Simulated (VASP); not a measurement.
# SiC (P3m1) in VASP: further runs, part 2 of 2

VASP 6.6.1. Earlier steps stand in the parts before.

## Step 3: Single point, PBE (atoms displaced along a vibrational mode)

Input file INCAR:

```
PREC = Accurate
ENCUT = 520
EDIFF = 1E-6
ISMEAR = 0
SIGMA = 0.05
LREAL = F
LASPH = T
NELM = 100
ALGO = Normal
ISIF = 2
LWAVE = F
LCHARG = F
GGA = PE
NBANDS = 36
```

Input file KPOINTS:

```
regular mesh
0
Gamma
  12 12 2
```

Input file POSCAR:

```
SiC
1.0
    3.0949375958      0.0000000000      0.0000000000
   -1.5474687979      2.6802945811      0.0000000000
    0.0000000000      0.0000000000     15.1863169775
Si C
6 6
Direct
    0.0000000000      0.0000000000      0.1250405817
    0.0000000000      0.0000000000      0.6250393361
    0.3333333333      0.6666666667      0.2918410209
    0.6666666667      0.3333333333      0.7917935669
    0.3333333333      0.6666666667      0.9583303597
    0.6666666667      0.3333333333      0.4582887901
    0.0000000000      0.0000000000      0.9987138814
    0.0000000000      0.0000000000      0.5006630044
    0.3333333333      0.6666666667      0.1677389114
    0.6666666667      0.3333333333      0.6659201616
    0.3333333333      0.6666666667      0.8342543950
    0.6666666667      0.3333333333      0.3323759906
```

Potentials or basis: VASP PAW PBE potentials, release 64 (Si, C).

Launch:

```
> cat potpaw_PBE.64/Si/POTCAR potpaw_PBE.64/C/POTCAR > POTCAR
> mpirun -np 1 vasp_std > vasp.out
```

Run time: 2.3 min. Hardware: 1 thread of Intel Xeon Platinum 8259CL at 2.50GHz (Skylake/Cascade Lake), shared host; peak memory 0.31 GiB.

It converged, with:

| Property | Result |
| --- | --- |
| Free energy | -90.3558 eV |
| Pressure | 0.0 GPa |
| Largest force | 0.441 eV/Å |
| Band gap on the k mesh | 2.03 eV (least direct gap 3.12 eV) |

Forces on the atoms (eV/Å):
```
Si   0.000  0.000  0.009
Si   0.000  0.000  0.009
Si   0.000  0.000 -0.019
Si   0.000  0.000  0.032
Si   0.000  0.000 -0.016
Si   0.000  0.000  0.029
C    0.000  0.000  0.424
C    0.000  0.000 -0.441
C    0.000  0.000 -0.410
C    0.000  0.000  0.398
C    0.000  0.000 -0.424
C    0.000  0.000  0.410
```

Levels at points of the mesh, in eV from the valence-band top:
| k point | band 21 | band 22 | band 23 | band 24 | band 25 | band 26 | band 27 | band 28 |
| --- | --- | --- | --- | --- | --- | --- | --- | --- |
| (0.00, 0.00, 0.00) | -0.30 | -0.04 | 0.00 | 0.00 | 5.05 | 5.22 | 5.62 | 6.13 |
| (0.50, 0.00, 0.00) | -1.80 | -1.77 | -1.65 | -1.10 | 2.03 | 2.21 | 3.19 | 3.86 |
| (0.00, 0.00, 0.50) | -0.10 | -0.10 | -0.09 | -0.09 | 5.11 | 5.12 | 5.84 | 5.88 |
| (0.50, 0.00, 0.50) | -1.73 | -1.68 | -1.30 | -1.30 | 2.06 | 2.07 | 3.40 | 3.42 |

Caveat: the cell differs from its parent crystal (atoms displaced along a vibrational mode). A k mesh can miss the band edges.

## Step 4: Single point, PBE (atoms displaced along a vibrational mode)

Input file INCAR:

```
SYSTEM = SiC
PREC = Accurate ; ENCUT = 520
EDIFF = 1E-6 ; ISMEAR = 0
SIGMA = 0.05 ; LREAL = .FALSE.
LASPH = .TRUE. ; NELM = 100
ALGO = Normal ; ISIF = 2
LWAVE = .FALSE. ; LCHARG = .FALSE.
GGA = PE ; NBANDS = 36
```

Input file KPOINTS:

```
regular mesh
0
G
  12 12 2
  0 0 0
```

Input file POSCAR:

```
SiC
1.0
    3.0949375958      0.0000000000      0.0000000000
   -1.5474687979      2.6802945811      0.0000000000
    0.0000000000      0.0000000000     15.1863169775
Si C
6 6
Direct
    0.0000000000      0.0000000000      0.1250430731
    0.0000000000      0.0000000000      0.6250368447
    0.3333333333      0.6666666667      0.2919359287
    0.6666666667      0.3333333333      0.7916986591
    0.3333333333      0.6666666667      0.9584134991
    0.6666666667      0.3333333333      0.4582056507
    0.0000000000      0.0000000000      0.9948156354
    0.0000000000      0.0000000000      0.5045612504
    0.3333333333      0.6666666667      0.1713764111
    0.6666666667      0.3333333333      0.6622826619
    0.3333333333      0.6666666667      0.8380112040
    0.6666666667      0.3333333333      0.3286191816
```

Potentials or basis: VASP PAW PBE potentials, release 64 (Si, C).

Launch:

```
> cat potpaw_PBE.64/Si/POTCAR potpaw_PBE.64/C/POTCAR > POTCAR
> mpirun -np 1 vasp_std > vasp.out
```

OUTCAR:

```text
SYSTEM = SiC
   PREC = Accurate
   ENCUT = 520
   EDIFF = 1E-6
   ISMEAR = 0
   LREAL = .FALSE.
   LASPH = .TRUE.
   NELM = 100
   ISIF = 2
   GGA = PE

 ion  position               nearest neighbor table
   1  0.000  0.000  0.125-   9 1.92   9 1.92   9 1.92   7 1.98   5 3.10   5 3.10   5 3.10   3 3.10
                             3 3.10   3 3.10
   2  0.000  0.000  0.625-   8 1.83  10 1.87  10 1.87  10 1.87   4 3.10   4 3.10   4 3.10   6 3.10
                             6 3.10   6 3.10
   3  0.333  0.667  0.292-   9 1.83  12 1.87  12 1.87  12 1.87   6 3.09   6 3.09   6 3.09   1 3.10
[... 1175 lines left out ...]
 -----------------------------------------------------------------------------
  energy-cutoff  :      520.00
  volume of cell :      125.98
      direct lattice vectors                 reciprocal lattice vectors
     3.094937596  0.000000000  0.000000000     0.323108292  0.186546659  0.000000000
    -1.547468798  2.680294581  0.000000000     0.000000000  0.373093319  0.000000000
     0.000000000  0.000000000 15.186316978     0.000000000  0.000000000  0.065848751

 POSITION                                       TOTAL-FORCE (eV/Angst)
 -----------------------------------------------------------------------------------
      0.00000      0.00000      1.89894         0.000000     -0.000000      0.178988
      0.00000      0.00000      9.49201         0.000000     -0.000000      0.225306
     -0.00000      1.78686      4.43343        -0.000000      0.000000      0.064116
      1.54747      0.89343     12.02299        -0.000000      0.000000      0.278026
     -0.00000      1.78686     14.55477        -0.000000     -0.000000      0.093578
      1.54747      0.89343      6.95846         0.000000     -0.000000      0.271971
      0.00000      0.00000     15.10759         0.000000     -0.000000      1.968484
      0.00000      0.00000      7.66243         0.000000     -0.000000     -2.380535
     -0.00000      1.78686      2.60258         0.000000     -0.000000     -2.190755
      1.54747      0.89343     10.05763         0.000000     -0.000000      1.862985
     -0.00000      1.78686     12.72630        -0.000000      0.000000     -2.279526
      1.54747      0.89343      4.99052        -0.000000     -0.000000      1.907363
 -----------------------------------------------------------------------------------
    total drift:                               -0.000000     -0.000000     -0.000602

  FREE ENERGIE OF THE ION-ELECTRON SYSTEM (eV)
  ---------------------------------------------------
  free  energy   TOTEN  =       -89.9242532146 eV

  energy  without entropy=      -89.9242532146  energy(sigma->0) =      -89.92425321
```

stdout:

```text
POSCAR found type information on POSCAR SiC
 POSCAR found :  2 types and      12 ions
 scaLAPACK will be used
 LDA part: xc-table for (Slater+PW92), standard interpolation
 POSCAR, INCAR and KPOINTS ok, starting setup
 FFT: planning ... GRIDC
 FFT: planning ... GRID_SOFT
 FFT: planning ... GRID
 WAVECAR not read
 entering main loop
```

Wall time 2.4 min (1 thread of Intel Xeon Platinum 8259CL at 2.50GHz (Skylake/Cascade Lake), shared host); peak memory 0.31 GiB.

What came out:

```yaml
Free_energy: -89.9243 eV
Pressure: 0.9 GPa
Largest_force: 2.381 eV/Å
Band_gap_on_the_k_mesh: 1.95 eV (least direct gap 3.05 eV)
```

Forces in eV/Å, atoms in the order of the input:
```
Si   0.000  0.000  0.179
Si   0.000  0.000  0.225
Si   0.000  0.000  0.064
Si   0.000  0.000  0.278
Si   0.000  0.000  0.094
Si   0.000  0.000  0.272
C    0.000  0.000  1.968
C    0.000  0.000 -2.381
C    0.000  0.000 -2.191
C    0.000  0.000  1.863
C    0.000  0.000 -2.280
C    0.000  0.000  1.907
```

Stress tensor (GPa, compression positive):
```
0.43 0.00 0.00
0.00 0.43 0.00
0.00 0.00 1.80
```

Caveat: the cell differs from its parent crystal (atoms displaced along a vibrational mode); forces of over 1 eV/Å act on the atoms, so gaps and moduli don't describe the material at rest. A k mesh can miss the band edges.

## Step 5: Summary

| cell | gap on the mesh (eV) | pressure (GPa) | largest force (eV/Å) |
| --- | --- | --- | --- |
| as given, atomic positions A | 2.00 | 0.3 | 1.37 |
| as given, atomic positions B | 2.03 | 0.0 | 0.44 |
| as given, atomic positions C | 1.95 | 0.9 | 2.38 |

Alike in all rows: task single point; level PBE; potentials or basis VASP PAW PBE potentials, release 64 (Si, C); no spin polarisation; k mesh 12 × 12 × 2; cutoff (eV) 520; smearing gaussian 0.05 eV.

Caveats: forces of over 1 eV/Å act on the atoms, so gaps and moduli don't describe the material at rest (at least some runs).

Total energies depend on the potentials used, so only differences within one code and one set of settings carry meaning.
